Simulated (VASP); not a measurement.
# Be in VASP: a series of runs

Aim: see how the results for Be move with the level of theory and the settings. Levels: r2SCAN, HSE06, RPBE+D3(BJ). Tasks: single point, relaxation of cell and atoms.

Everything below comes from runs of VASP 6.6.1. Logs are shortened: lines on timing, memory, paths and dates and some standing lists are left out, and cuts for length are marked.

### Step 1. The cell of the first run

The typed cell holds 1 atom: a = 2.160 Å, b = 2.177 Å, c = 2.182 Å, α = 109.18°, β = 111.27°, γ = 108.22°.

### Step 2. Single point, r2SCAN

Contents of POSCAR:

```
Be
1.0
   -1.2608980000      1.2156830000      1.2637960000
    1.2607320000     -1.2308510000      1.2787980000
    1.2654110000      1.2353640000     -1.2789640000
Be
1
Direct
    0.0027900000     -0.0044980000     -0.0071800000
```

Contents of INCAR.step1:

```
SYSTEM = Be
  PREC = Accurate
  ENCUT = 520
  ISMEAR = -1
  SIGMA = 0.005
  LREAL = .False.
  LASPH = .True.
  NELM = 100
  NBANDS = 7
  GGA = PE
  ALGO = Normal
  EDIFF = 1E-4
  LWAVE = .True.
  LCHARG = .False.
```

Contents of INCAR.step2:

```
SYSTEM = Be
  PREC = Accurate
  ENCUT = 520
  EDIFF = 1E-7
  ISMEAR = -1
  SIGMA = 0.005
  LREAL = .False.
  LASPH = .True.
  NELM = 100
  ALGO = Normal
  ISIF = 2
  LWAVE = .False.
  LCHARG = .True.
  METAGGA = R2SCAN
  LMIXTAU = .True.
  LELF = .True.
  LVHAR = .True.
  NBANDS = 7
  ISTART = 1
```

Contents of KPOINTS:

```
Automatic mesh
0
Gamma
  11 11 11
  0 0 0
```

Potentials or basis: VASP PAW PBE potentials, release 64 (Be).

Run with:

```console
> cat potpaw_PBE.64/Be/POTCAR > POTCAR
> cp INCAR.step1 INCAR
> mpirun -np 1 vasp_std > vasp.out
> cp INCAR.step2 INCAR
> mpirun -np 1 vasp_std > vasp.out
```

OUTCAR:

```text
SYSTEM = Be
   PREC = Accurate
   ENCUT = 520
   EDIFF = 1E-7
   ISMEAR = -1
   LREAL = .False.
   LASPH = .True.
   NELM = 100
   ISIF = 2
   METAGGA = R2SCAN
   ISTART = 1

 ion  position               nearest neighbor table
   1  0.003  0.996  0.993-

  LATTYP: Found a triclinic cell.
 ALAT       =     5.6563529949
 B/A-ratio  =     0.6337026658
 C/A-ratio  =     0.3827252039
 COS(alpha) =     0.0009416186
 COS(beta)  =     0.2620485090
 COS(gamma) =     0.9484924465

  Lattice vectors:

 A1 = (   5.0524520000,   0.0241940000,  -2.5429260000)
 A2 = (   2.5263090000,   0.0196810000,  -2.5427600000)
 A3 = (   1.2652450000,   1.2201960000,   1.2636300000)

Analysis of symmetry for initial positions (statically):
=====================================================================
 Subroutine PRICEL returns:
 Original cell was already a primitive cell.

 Routine SETGRP: Setting up the symmetry group for a
 triclinic supercell.

 Subroutine GETGRP returns: Found  2 space group operations
 (whereof  1 operations were pure point group operations)
 out of a pool of  2 trial point group operations.

The static configuration has the point symmetry C_1 .
 The point group associated with its full space group is S_2 .

Analysis of symmetry for dynamics (positions and initial velocities):
=====================================================================
 Subroutine PRICEL returns:
 Original cell was already a primitive cell.

 Routine SETGRP: Setting up the symmetry group for a
 triclinic supercell.

 Subroutine GETGRP returns: Found  2 space group operations
 (whereof  1 operations were pure point group operations)
 out of a pool of  2 trial point group operations.

The dynamic configuration has the point symmetry C_1 .
 The point group associated with its full space group is S_2 .

 Subroutine INISYM returns: Found  2 space group operations
 (whereof  1 operations are pure point group operations),
 and found     1 'primitive' translations

----------------------------------------------------------------------------------------

                                     Primitive cell

  volume of cell :       7.8712

  direct lattice vectors                    reciprocal lattice vectors
    -1.260898000  1.215683000  1.263796000    -0.000707251  0.410439249  0.395747581
     1.260732000 -1.230851000  1.278798000     0.395883209  0.001705184  0.393335145
     1.265411000  1.235364000 -1.278964000     0.395132963  0.407276567  0.002455431

  length of vectors
     2.159844729  2.177099833  2.182461483     0.570155265  0.558067164  0.567459505

  position of ions in fractional coordinates (direct lattice)
     0.002790000  0.995502000  0.992820000

  ion indices of the primitive-cell ions
   primitive index   ion index
                 1           1

----------------------------------------------------------------------------------------

 KPOINTS: Automatic mesh

Automatic generation of k-mesh.
 Grid dimensions read from file:
 generate k-points for:   11   11   11

 Generating k-lattice:

  Cartesian coordinates                     Fractional coordinates (reciprocal lattice)
    -0.000064296  0.037312659  0.035977053     0.090909091  0.000000000  0.000000000
     0.035989383  0.000155017  0.035757740     0.000000000  0.090909091  0.000000000
     0.035921178  0.037025142  0.000223221    -0.000000000  0.000000000  0.090909091

  Length of vectors
     0.051832297  0.050733379  0.051587228

  Shift w.r.t. Gamma in fractional coordinates (k-lattice)
     0.000000000  0.000000000  0.000000000

 Subroutine IBZKPT returns following result:
 ===========================================

 Found    666 irreducible k-points:

 Following reciprocal coordinates:
            Coordinates               Weight
  0.000000  0.000000  0.000000      1.000000
  0.090909 -0.000000  0.000000      2.000000
  0.181818 -0.000000  0.000000      2.000000
  0.272727  0.000000 -0.000000      2.000000
  0.363636 -0.000000  0.000000      2.000000
  0.454545  0.000000 -0.000000      2.000000
[... 16 lines left out ...]
  0.454545  0.181818  0.000000      2.000000
 -0.454545  0.181818  0.000000      2.000000
 [... further k-points ...]
   k-points           NKPTS =    666   k-points in BZ     NKDIM =    666   number of bands    NBANDS=      7
   number of dos      NEDOS =    301   number of ions     NIONS =      1
   total plane-waves  NPLWV =   4096
   dimension x,y,z NGX =    16 NGY =   16 NGZ =   16
   dimension x,y,z NGXF=    32 NGYF=   32 NGZF=   32
   ions per type =               1
   NGX,Y,Z   is equivalent  to a cutoff of  12.32, 12.22, 12.19 a.u.
   NGXF,Y,Z  is equivalent  to a cutoff of  24.63, 24.44, 24.38 a.u.
 SYSTEM =  Be
   PREC   = accura    normal or accurate (medium, high low for compatibility)
   ISTART =      1    job   : 0-new  1-cont  2-samecut
   ICHARG =      0    charge: 1-file 2-atom 10-const
   ISPIN  =      1    spin polarized calculation?
   LNONCOLLINEAR =      F non collinear calculations
   LSORBIT =      F    spin-orbit coupling
   LASPH  =      T    aspherical Exc in radial PAW
   ENCUT  =  520.0 eV  38.22 Ry    6.18 a.u.   4.02  4.05  4.06*2*pi/ulx,y,z
   NELM   =    100;   NELMIN=  2; NELMDL=  0     # of ELM steps
   EDIFF  = 0.1E-06   stopping-criterion for ELM
   LREAL  =      F    real-space projection
   EDIFFG = 0.1E-05   stopping-criterion for IOM
   NSW    =      0    number of steps for IOM
   IBRION =     -1    ionic relax: 0-MD 1-quasi-New 2-CG
   NFREE  =      0    steps in history (QN), initial steepest desc. (CG)
   ISIF   =      2    stress and relaxation
   ISYM   =      2    0-nonsym 1-usesym 2-fastsym
   POTIM  = 0.5000    time-step for ionic-motion
   TEBEG  =    0.0;   TEEND  =   0.0 temperature during run
   PSTRESS=    0.0 pullay stress
   NELECT =       2.0000    total number of electrons
   NUPDOWN=      -1.0000    fix difference up-down
   EMIN   =  10.00;   EMAX   =-10.00  energy-range for DOS
   EFERMI =   0.00;   METHOD = LEGACY
   ISMEAR =    -1;   SIGMA  =   0.01  broadening in eV -4-tet -1-fermi 0-gaus
   EFERMI_NEDOS =   21; number of points for ismear=-14 and -15
   IALGO  =     38    algorithm
   IMIX   =      4    mixing-type and parameters
     AMIX     =   0.40;   BMIX     =  1.00
     AMIX_MAG =   1.60;   BMIX_MAG =  1.00
  volume/ion in A,a.u.               =       7.87        53.12
  Fermi-wavevector in a.u.,A,eV,Ry     =   1.036904  1.959464 14.628568  1.075169
  Thomas-Fermi vector in A             =   2.171316
   LORBIT       =      0    0 simple, 1 ext, 2 COOP (PROOUT), +10 PAW based schemes
   METAGGA = R2SCAN    functional components
   LHFCALC =     F    Hartree Fock is set to
   AEXX    =    0.0000 exact exchange contribution
   IVDW    =     0    specifies the selected vdW correction
   LEPSILON=     F    determine dielectric tensor
   LRPA    =     F    only Hartree local field effects (RPA)
 non-spin polarized calculation
  energy-cutoff  :      520.00
  volume of cell :        7.87
 maximum number of plane-waves:       229
   NGX =  7   NGY =  9   NGZ =  9

 number of electron       2.0000000 magnetization

 Free energy of the ion-electron system (eV)
  ---------------------------------------------------
  ext. energy  EPLUGINS =         0.00000000
  ---------------------------------------------------
  free energy    TOTEN  =        -4.23413493 eV

  energy without entropy =       -4.23409667  energy(sigma->0) =       -4.23411580

 E-fermi :   7.7907     XC(G=0): -11.2731

 val. band max:        7.7882548389   @ k =   0.3636  -0.0000   0.3636
 cond. band min:       7.8114645546   @ k =   0.2727   0.3636   0.0000
 fundamental gap:      0.0232097157
 Fermi energy:         7.7906884416

 k-point     1 :       0.0000    0.0000    0.0000
  band No.  band energies     occupation
      1      -5.0935      2.00000
      2      28.8711      0.00000
      3      28.9788      0.00000
      4      29.3830      0.00000
      5      39.2273      0.00000
      6      40.5814      0.00000
      7      40.9702      0.00000

 k-point     2 :       0.0909   -0.0000    0.0000
  band No.  band energies     occupation
      1      -4.7735      2.00000
      2      27.7234      0.00000
      3      27.8256      0.00000
      4      28.5499      0.00000
      5      37.3438      0.00000
      6      37.4574      0.00000
      7      40.9596      0.00000

 k-point     3 :       0.1818   -0.0000    0.0000
  band No.  band energies     occupation
      1      -3.8135      2.00000
      2      23.4652      0.00000
      3      25.4238      0.00000
      4      27.4312      0.00000
      5      34.1408      0.00000
      6      35.0481      0.00000
      7      40.3799      0.00000

 k-point     4 :       0.2727    0.0000   -0.0000
  band No.  band energies     occupation
      1      -2.2222      2.00000
      2      18.0468      0.00000
      3      23.3570      0.00000
      4      26.1138      0.00000
      5      31.6162      0.00000
      6      34.6301      0.00000
      7      41.3684      0.00000

 k-point     5 :       0.3636   -0.0000    0.0000
  band No.  band energies     occupation
      1      -0.0675      2.00000
      2      13.0437      0.00000
      3      21.8943      0.00000
      4      25.0278      0.00000
      5      29.9141      0.00000
      6      34.9604      0.00000
      7      43.4189      0.00000

 k-point     6 :       0.4545    0.0000   -0.0000
  band No.  band energies     occupation
      1       2.1959      2.00000
      2       9.3032      0.00000
      3      21.1458      0.00000
      4      24.4331      0.00000
      5      29.0598      0.00000
      6      35.3788      0.00000
      7      45.6068      0.00000

 k-point     7 :       0.0000    0.0909    0.0000
  band No.  band energies     occupation
      1      -4.7868      2.00000
      2      27.0169      0.00000
      3      28.1426      0.00000
      4      28.7764      0.00000
      5      37.2653      0.00000
      6      38.3087      0.00000
      7      41.1791      0.00000
[... 121 lines left out ...]
 k-point    20 :       0.1818    0.1818    0.0000
  band No.  band energies     occupation
      1      -1.3589      2.00000
      2      17.0913      0.00000
      3      19.7904      0.00000
      4      24.2575      0.00000
      5      34.9728      0.00000
      6      36.1776      0.00000
      7      42.9726      0.00000

 k-point    21 :       0.2727    0.1818    0.0000
  band No.  band energies     occupation
      1       0.8140      2.00000
      2      13.1860      0.00000
      3      17.5025      0.00000
      4      22.9563      0.00000
      5      35.0950      0.00000
      6      37.2192      0.00000
      7      44.7900      0.00000

 k-point    22 :       0.3636    0.1818    0.0000
  band No.  band energies     occupation
      1       3.2469      2.00000
      2       9.4768      0.00000
      3      16.7045      0.00000
      4      22.2070      0.00000
      5      35.0976      0.00000
      6      38.0312      0.00000
      7      44.5775      0.00000

 k-point    23 :       0.4545    0.1818    0.0000
  band No.  band energies     occupation
      1       3.3931      2.00000
      2       9.3169      0.00000
      3      16.7784      0.00000
      4      22.0647      0.00000
      5      35.1623      0.00000
      6      37.3140      0.00000
      7      44.4981      0.00000

 k-point    24 :      -0.4545    0.1818    0.0000
  band No.  band energies     occupation
      1       0.9981      2.00000
      2      13.0284      0.00000
      3      17.6650      0.00000
      4      22.5263      0.00000
      5      35.1671      0.00000
      6      36.0544      0.00000
      7      43.6867      0.00000

 [... further k-points ...]
[... 5 lines left out ...]
  --------------------------------------------------------------------------------------
  -------------------------------------------------------------------------------------
  Total        0.0079375     -0.0666091     -0.0162561     -0.0200224      0.0604330      0.0056586
  in kB        1.6156728    -13.5582874     -3.3089289     -4.0755627     12.3011427      1.1518072
  external PRESSURE =      -5.0838478 kB  Pullay stress =       0.0000000 kB

 VOLUME and BASIS-vectors are now :
 -----------------------------------------------------------------------------
  energy-cutoff  :      520.00
  volume of cell :        7.87
      direct lattice vectors                 reciprocal lattice vectors
    -1.260898000  1.215683000  1.263796000    -0.000707251  0.410439249  0.395747581
     1.260732000 -1.230851000  1.278798000     0.395883209  0.001705184  0.393335145
     1.265411000  1.235364000 -1.278964000     0.395132963  0.407276567  0.002455431

 POSITION                                       TOTAL-FORCE (eV/Angst)
 -----------------------------------------------------------------------------------
      2.50787      0.00457      0.00679         0.000000      0.000000      0.000000
 -----------------------------------------------------------------------------------
    total drift:                                0.000017     -0.000001     -0.000011

  FREE ENERGIE OF THE ION-ELECTRON SYSTEM (eV)
  ---------------------------------------------------
  free  energy   TOTEN  =        -4.2341349336 eV

  energy  without entropy=       -4.2340966700  energy(sigma->0) =       -4.23411580
```

It took 87 s on 1 thread of Intel Xeon 8259CL, shared host; peak memory 0.14 GiB.

Results:

| Item | Value |
| --- | --- |
| Free energy | -4.2341 eV |
| Pressure | -0.5 GPa |
| Band gap on the k mesh | zero (bands 1 and 2 overlap by 4.53 eV) |

Caveat: the PAW data sets were made with another functional, which shifts forces and pressure a little.

(Part 1 of 2 ends here.)

The gap in the log of VASP goes by the Fermi energy; the results here count the filled bands.